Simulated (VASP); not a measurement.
# Ir3Ru2 (P-6m2) in VASP: further runs

The runs below take Ir3Ru2 through single point, with PBE.

Everything below comes from runs of VASP 6.6.1. Logs are shortened: lines on timing, memory, paths and dates and some standing lists are left out, and cuts for length are marked.

## Step 1: The cell of the first run

It takes space group P-6m2 (No. 187, hexagonal). The conventional cell has a = 2.704 Å, b = 2.704 Å, c = 21.921 Å, α = 90.00°, β = 90.00°, γ = 120.00°. Ru (site symmetry 3m) has 6 Ir at 2.69 Å and 6 Ru at 2.70 Å within 3.5 Å. Ru (site symmetry 3m) has 6 Ir at 2.69 Å and 6 Ru at 2.70 Å within 3.5 Å. Ir (site symmetry -6m2) has 12 Ir at 2.69 to 2.70 Å within 3.5 Å. Within 3.5 Å of Ir (site symmetry 3m) lie 6 Ru at 2.69 Å and 6 Ir at 2.70 Å. Within 3.5 Å of Ir (site symmetry 3m) lie 3 Ru at 2.69 Å and 9 Ir at 2.69 to 2.70 Å. Within 3.5 Å of Ir (site symmetry -6m2) lie 6 Ru at 2.69 Å and 6 Ir at 2.70 Å.

## Step 2: Single point, PBE

File INCAR:

```
SYSTEM = Ir3Ru2
PREC = Accurate
ENCUT = 520
EDIFF = 1E-6
ISMEAR = 0
SIGMA = 0.1
LREAL = .False.
LASPH = .True.
NELM = 80
ALGO = Normal
ISIF = 2
LWAVE = .False.
LCHARG = .True.
GGA = PE
LELF = .True.
LVHAR = .True.
NBANDS = 66
```

File KPOINTS:

```
regular mesh
0
Gamma
  6 6 1
  0 0 0
```

File POSCAR:

```
Ir3Ru2
1.0
    2.7037164600      0.0000000000      0.0000000000
   -1.3518582300      2.3414871400      0.0000000000
    0.0000000000      0.0000000000     21.9214045300
Ru Ir
4 6
Direct
    0.6666666700      0.3333333300      0.8000000000
    0.6666666700      0.3333333300      0.2000000000
    0.6666666700      0.3333333300      0.4000000000
    0.6666666700      0.3333333300      0.6000000000
    0.6666666700      0.3333333300      0.0000000000
    0.3333333300      0.6666666700      0.7000000000
    0.3333333300      0.6666666700      0.9000000000
    0.3333333300      0.6666666700      0.1000000000
    0.3333333300      0.6666666700      0.3000000000
    0.3333333300      0.6666666700      0.5000000000
```

Potentials or basis: VASP PAW PBE potentials, release 64 (Ru_pv, Ir).

The run is started by

```
$ cat potpaw_PBE.64/Ru_pv/POTCAR potpaw_PBE.64/Ir/POTCAR > POTCAR
$ mpirun -np 1 vasp_std > vasp.out
```

OUTCAR:

```text
SYSTEM = Ir3Ru2
   PREC = Accurate
   ENCUT = 520
   EDIFF = 1E-6
   ISMEAR = 0
   LREAL = .False.
   LASPH = .True.
   NELM = 80
   ISIF = 2
   GGA = PE

 ion  position               nearest neighbor table
   1  0.667  0.333  0.800-   6 2.69   7 2.69   6 2.69   7 2.69   6 2.69   7 2.69
   2  0.667  0.333  0.200-   9 2.69   8 2.69   9 2.69   8 2.69   9 2.69   8 2.69
   3  0.667  0.333  0.400-   9 2.69  10 2.69   9 2.69  10 2.69   9 2.69  10 2.69
   4  0.667  0.333  0.600-   6 2.69  10 2.69   6 2.69  10 2.69   6 2.69  10 2.69
   5  0.667  0.333  0.000-   7 2.69   8 2.69   7 2.69   8 2.69   7 2.69   8 2.69
   6  0.333  0.667  0.700-   1 2.69   4 2.69   1 2.69   4 2.69   1 2.69   4 2.69
   7  0.333  0.667  0.900-   1 2.69   5 2.69   1 2.69   5 2.69   1 2.69   5 2.69
   8  0.333  0.667  0.100-   2 2.69   5 2.69   2 2.69   5 2.69   2 2.69   5 2.69
   9  0.333  0.667  0.300-   2 2.69   3 2.69   2 2.69   3 2.69   2 2.69   3 2.69
  10  0.333  0.667  0.500-   3 2.69   4 2.69   3 2.69   4 2.69   3 2.69   4 2.69

  LATTYP: Found a hexagonal cell.
 ALAT       =     2.7037164600
 C/A-ratio  =     8.1078784903

  Lattice vectors:

 A1 = (   2.7037164600,   0.0000000000,   0.0000000000)
 A2 = (  -1.3518582300,   2.3414871400,   0.0000000000)
 A3 = (   0.0000000000,   0.0000000000,  21.9214045300)

Analysis of symmetry for initial positions (statically):
=====================================================================
 Subroutine PRICEL returns:
 Original cell was already a primitive cell.

 Routine SETGRP: Setting up the symmetry group for a
 hexagonal supercell.

 Subroutine GETGRP returns: Found 12 space group operations
 (whereof 12 operations were pure point group operations)
 out of a pool of 24 trial point group operations.

The static configuration has the point symmetry D_3h.

Analysis of symmetry for dynamics (positions and initial velocities):
=====================================================================
 Subroutine PRICEL returns:
 Original cell was already a primitive cell.

 Routine SETGRP: Setting up the symmetry group for a
 hexagonal supercell.

 Subroutine GETGRP returns: Found 12 space group operations
 (whereof 12 operations were pure point group operations)
 out of a pool of 24 trial point group operations.

The dynamic configuration has the point symmetry D_3h.

 Subroutine INISYM returns: Found 12 space group operations
 (whereof 12 operations are pure point group operations),
 and found     1 'primitive' translations
[... 100 lines left out ...]
   ISYM   =      2    0-nonsym 1-usesym 2-fastsym
   POTIM  = 0.5000    time-step for ionic-motion
   TEBEG  =    0.0;   TEEND  =   0.0 temperature during run
   PSTRESS=    0.0 pullay stress
   NELECT =     110.0000    total number of electrons
   NUPDOWN=      -1.0000    fix difference up-down
   EMIN   =  10.00;   EMAX   =-10.00  energy-range for DOS
   EFERMI =   0.00;   METHOD = LEGACY
   ISMEAR =     0;   SIGMA  =   0.10  broadening in eV -4-tet -1-fermi 0-gaus
   EFERMI_NEDOS =   21; number of points for ismear=-14 and -15
   IALGO  =     38    algorithm
   IMIX   =      4    mixing-type and parameters
     AMIX     =   0.40;   BMIX     =  1.00
     AMIX_MAG =   1.60;   BMIX_MAG =  1.00
  volume/ion in A,a.u.               =      13.88        93.65
  Fermi-wavevector in a.u.,A,eV,Ry     =   1.515067  2.863062 31.231212  2.295429
  Thomas-Fermi vector in A             =   2.624641
   LORBIT       =      0    0 simple, 1 ext, 2 COOP (PROOUT), +10 PAW based schemes
   GGA     = PE    functional components
   LHFCALC =     F    Hartree Fock is set to
   AEXX    =    0.0000 exact exchange contribution
   IVDW    =     0    specifies the selected vdW correction
   LEPSILON=     F    determine dielectric tensor
   LRPA    =     F    only Hartree local field effects (RPA)
 non-spin polarized calculation
 Gauss-broadening in eV      SIGMA  =   0.10
  energy-cutoff  :      520.00
  volume of cell :      138.78
 maximum number of plane-waves:      3801
 NGX is ok and might be reduce to    20
   NGX =  9   NGY =  9   NGZ = 81

 number of electron     110.0000018 magnetization

 Free energy of the ion-electron system (eV)
  ---------------------------------------------------
  ext. energy  EPLUGINS =         0.00000000
  ---------------------------------------------------
  free energy    TOTEN  =       -89.53735009 eV

  energy without entropy =      -89.50201420  energy(sigma->0) =      -89.51968214

 E-fermi :  11.5136     XC(G=0): -14.0574

 val. band max:       11.4576214232   @ k =   0.1667   0.1667   0.0000
 cond. band min:      11.5156701803   @ k =   0.3333   0.0000   0.0000
 fundamental gap:      0.0580487571
 Fermi energy:        11.5136428194

 k-point     1 :       0.0000    0.0000    0.0000
  band No.  band energies     occupation
      1     -31.8612      2.00000
      2     -31.8554      2.00000
      3     -31.8493      2.00000
      4     -31.8458      2.00000
      5     -31.3894      2.00000
      6     -31.3894      2.00000
[... 472 lines left out ...]
     65      16.9240      0.00000
     66      17.0587      0.00000

------------------------ aborting loop because EDIFF is reached ----------------------------------------

  FORCE on cell =-STRESS in cart. coord.  units (eV):
  Direction    XX          YY          ZZ          XY          YZ          ZX
  --------------------------------------------------------------------------------------
  -------------------------------------------------------------------------------------
  Total       12.1103356     12.1103357      2.1076279      0.0000000     -0.0000000      0.0000000
  in kB      139.8123270    139.8123272     24.3323031      0.0000000     -0.0000000      0.0000000
  external PRESSURE =     101.3189858 kB  Pullay stress =       0.0000000 kB

 VOLUME and BASIS-vectors are now :
 -----------------------------------------------------------------------------
  energy-cutoff  :      520.00
  volume of cell :      138.78
      direct lattice vectors                 reciprocal lattice vectors
     2.703716460  0.000000000  0.000000000     0.369861269  0.213539503  0.000000000
    -1.351858230  2.341487140  0.000000000     0.000000000  0.427079006  0.000000000
     0.000000000  0.000000000 21.921404530     0.000000000  0.000000000  0.045617515

 POSITION                                       TOTAL-FORCE (eV/Angst)
 -----------------------------------------------------------------------------------
      1.35186      0.78050     17.53712         0.000000     -0.000000      0.124261
      1.35186      0.78050      4.38428         0.000000     -0.000000     -0.124261
      1.35186      0.78050      8.76856        -0.000000      0.000000     -0.067351
      1.35186      0.78050     13.15284         0.000000      0.000000      0.067351
      1.35186      0.78050      0.00000        -0.000000      0.000000      0.000000
     -0.00000      1.56099     15.34498        -0.000000      0.000000      0.011291
     -0.00000      1.56099     19.72926        -0.000000      0.000000     -0.733721
     -0.00000      1.56099      2.19214        -0.000000      0.000000      0.733721
     -0.00000      1.56099      6.57642        -0.000000      0.000000     -0.011291
     -0.00000      1.56099     10.96070         0.000000      0.000000      0.000000
 -----------------------------------------------------------------------------------
    total drift:                               -0.000047      0.000027      0.000000

  FREE ENERGIE OF THE ION-ELECTRON SYSTEM (eV)
  ---------------------------------------------------
  free  energy   TOTEN  =       -89.5373500863 eV

  energy  without entropy=      -89.5020141981  energy(sigma->0) =      -89.51968214
```

OSZICAR:

```text
N       E                     dE             d eps       ncg     rms          rms(c)
DAV:   1     0.144946973497E+04    0.14495E+04   -0.56807E+04   956   0.177E+03
DAV:   2     0.865708647279E+00   -0.14486E+04   -0.14016E+04   946   0.581E+02
DAV:   3    -0.880573919123E+02   -0.88923E+02   -0.82600E+02  1234   0.143E+02
DAV:   4    -0.954308707944E+02   -0.73735E+01   -0.67516E+01  1262   0.306E+01
[... 25 lines left out ...]
DAV:  30    -0.895373578472E+02    0.30917E-05   -0.13355E-06   622   0.529E-03    0.462E-02
DAV:  31    -0.895373545220E+02    0.33252E-05   -0.17147E-06   678   0.506E-03    0.388E-02
DAV:  32    -0.895373517636E+02    0.27585E-05   -0.27280E-06   672   0.608E-03    0.254E-02
DAV:  33    -0.895373506241E+02    0.11394E-05   -0.11125E-06   576   0.407E-03    0.189E-02
DAV:  34    -0.895373500863E+02    0.53782E-06   -0.45932E-07   538   0.314E-03
   1 F= -.89537350E+02 E0= -.89519682E+02  d E =-.353359E-01
```

Wall time 4.7 min (1 thread of AMD EPYC 7R43 (Zen 3), shared host); peak memory 0.22 GiB.

What came out:

```yaml
Free_energy: -89.5374 eV
Pressure: 10.1 GPa
Largest_force: 0.734 eV/Å
Band_gap_on_the_k_mesh: zero (bands 55 and 56 overlap by 2.69 eV)
```

Forces on the atoms (eV/Å):
```
Ru   0.000  0.000  0.124
Ru   0.000  0.000 -0.124
Ru   0.000  0.000 -0.067
Ru   0.000  0.000  0.067
Ir   0.000  0.000  0.000
Ir   0.000  0.000  0.011
Ir   0.000  0.000 -0.734
Ir   0.000  0.000  0.734
Ir   0.000  0.000 -0.011
Ir   0.000  0.000  0.000
```

Levels at points of the mesh, in eV from the Fermi level:
```
           k point  band 54  band 55  band 56  band 57  band 58  band 59
(0.00, 0.00, 0.00)    -1.51    -1.42    -1.42    -1.42    -0.55    -0.55
(0.50, 0.00, 0.00)     1.13     1.18     1.20     1.29     1.32     1.43
```

Caveat: the k points lie up to 0.45 Å⁻¹ apart, too coarse for converged energies and pressures of a metal; spin-orbit coupling is left out, which moves the levels of the heavy elements.

## Step 3: Single point, PBE

This run uses another cell than the first one, of 14.27 Å³/atom.

File INCAR:

```
PREC = Accurate ; ENCUT = 520
EDIFF = 1E-6 ; ISMEAR = 0
SIGMA = 0.1 ; LREAL = F
LASPH = T ; NELM = 100
ALGO = Normal ; ISIF = 2
LWAVE = F ; LCHARG = F
GGA = PE ; NBANDS = 66
```

File KPOINTS:

```
Automatic mesh
0
Gamma
  6 6 1
```

File POSCAR:

```
Ir3Ru2
1.0
    2.7557955374      0.0000000000      0.0000000000
   -1.3778977687      2.3865889431      0.0000000000
    0.0000000000      0.0000000000     21.6953160458
Ru Ir
4 6
Direct
    0.6666666667      0.3333333333      0.7991083217
    0.6666666667      0.3333333333      0.2008916783
    0.6666666667      0.3333333333      0.3999884712
    0.6666666667      0.3333333333      0.6000115288
    0.6666666667      0.3333333333      0.0000000000
    0.3333333333      0.6666666667      0.6995787214
    0.3333333333      0.6666666667      0.8972500813
    0.3333333333      0.6666666667      0.1027499187
    0.3333333333      0.6666666667      0.3004212786
    0.3333333333      0.6666666667      0.5000000000
```

Potentials or basis: VASP PAW PBE potentials, release 64 (Ru_pv, Ir).

The run is started by

```
$ cat potpaw_PBE.64/Ru_pv/POTCAR potpaw_PBE.64/Ir/POTCAR > POTCAR
$ mpirun -np 1 vasp_std > vasp.out
```

Wall time 4.1 min (1 thread of AMD EPYC 7R43 (Zen 3), shared host); peak memory 0.25 GiB.

The run converged. Its results:

```
Free energy            : -89.7966 eV
Pressure               : 0.3 GPa
Largest force          : 0.008 eV/Å
Band gap on the k mesh : zero (bands 55 and 56 overlap by 2.41 eV)
```

Forces in eV/Å, atoms in the order of the input:
```
Ru   0.000  0.000  0.001
Ru   0.000  0.000 -0.001
Ru   0.000  0.000  0.000
Ru   0.000  0.000  0.000
Ir   0.000  0.000  0.000
Ir   0.000  0.000 -0.001
Ir   0.000  0.000 -0.008
Ir   0.000  0.000  0.008
Ir   0.000  0.000  0.001
Ir   0.000  0.000  0.000
```

Levels at points of the mesh, in eV from the Fermi level:
```
           k point  band 53  band 54  band 55  band 56  band 57  band 58  band 59  band 60  band 61  band 62
(0.00, 0.00, 0.00)    -1.57    -1.52    -1.52    -1.28    -1.12    -0.57    -0.57    -0.56    -0.56     0.19
(0.50, 0.00, 0.00)     0.89     0.93     0.94     0.97     1.20     1.24     1.27     1.29     1.30     1.34
```

Caveat: the k points lie up to 0.44 Å⁻¹ apart, too coarse for converged energies and pressures of a metal; spin-orbit coupling is left out, which moves the levels of the heavy elements.
